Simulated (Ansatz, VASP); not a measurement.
**TiO2: VASP beside Ansatz**

File INCAR:

```
PREC = Accurate
ENCUT = 520
EDIFF = 1E-6
ISMEAR = 0
SIGMA = 0.05
LREAL = False
LASPH = True
NELM = 150
ALGO = Normal
ISIF = 2
LWAVE = False
LCHARG = True
LMAXMIX = 4
LDAU = True
LDAUTYPE = 2
LDAUL = 2 -1
LDAUU = 4 0
LDAUJ = 0 0
LDAUPRINT = 1
GGA = PE
LELF = True
LVHAR = True
NBANDS = 33
```

Contents of KPOINTS:

```
Automatic mesh
0
Gamma
  8 8 8
```

The input POSCAR:

```
TiO2
1.0
   -2.0560227262      2.0560227262      4.2140241797
    2.0560227262     -2.0560227262      4.2140241797
    2.0560227262      2.0560227262     -4.2140241797
Ti O
2 4
Direct
    0.0000000000      0.0000000000      0.0000000000
    0.7500000000      0.2500000000      0.5000000000
    0.2001152117      0.2001152117      0.0000000000
    0.9501152117      0.4501152117      0.5000000000
    0.5498847883      0.0498847883      0.5000000000
    0.7998847883      0.7998847883      0.0000000000
```

Input for Ansatz:

```yaml
crystal:
  lattice:
    - [-2.0560227262, 2.0560227262, 4.2140241797]
    - [2.0560227262, -2.0560227262, 4.2140241797]
    - [2.0560227262, 2.0560227262, -4.2140241797]
  atoms:
    - { symbol: Ti, position: [0.0, 0.0, 0.0] }
    - { symbol: Ti, position: [0.75, 0.25, 0.5] }
    - { symbol: O, position: [0.2001152117, 0.2001152117, 0.0] }
    - { symbol: O, position: [0.9501152117, 0.4501152117, 0.5] }
    - { symbol: O, position: [0.5498847883, 0.0498847883, 0.5] }
    - { symbol: O, position: [0.7998847883, 0.7998847883, 0.0] }
basis:
  ecutwfc: 520.0
kpoints:
  mp_grid: { grid: [8, 8, 8] }
hamiltonian:
  xc: pbe
  pseudopotentials: { kind: paw, azcp: { folder: soft_1 } }
  hubbard: { sites: [{ species: Ti, l: d, u_eff: 4.0 }] }
scf:
  occupations: { method: gaussian, width: 0.05 }
output:
  forces: true
  stress: true
  eigenvalues: true
```

Alike in both runs: task single point; functional PBE; k mesh 8 × 8 × 8; occupations gaussian, width 0.05 eV; no spin polarisation; Hubbard terms Ti d U = 4.0 eV.

|  | VASP | Ansatz |
| --- | --- | --- |
| version | VASP 6.6.1 | Ansatz 0.2.0 |
| potentials or method | VASP PAW PBE potentials, release 64 (Ti_sv, O), cutoff 520 eV | scalar-relativistic, plane waves, PAW |
| valence electrons in the cell | 48 | 48 |

VASP gave:

```
gap on the k mesh at the Fermi level (eV) : 2.67
least direct gap on the mesh (eV)         : 2.69
rms of the force components (eV/Å)        : 3.647
```

Q: Which values does Ansatz return?

A: gap on the k mesh at the Fermi level (eV): 2.82; least direct gap on the mesh (eV): 2.84; rms of the force components (eV/Å): 3.374.

The programs project onto different local orbitals, so the same U acts differently, and such runs can settle in different states. Atom by atom the forces differ by 0.273 eV/Å (rms over components).
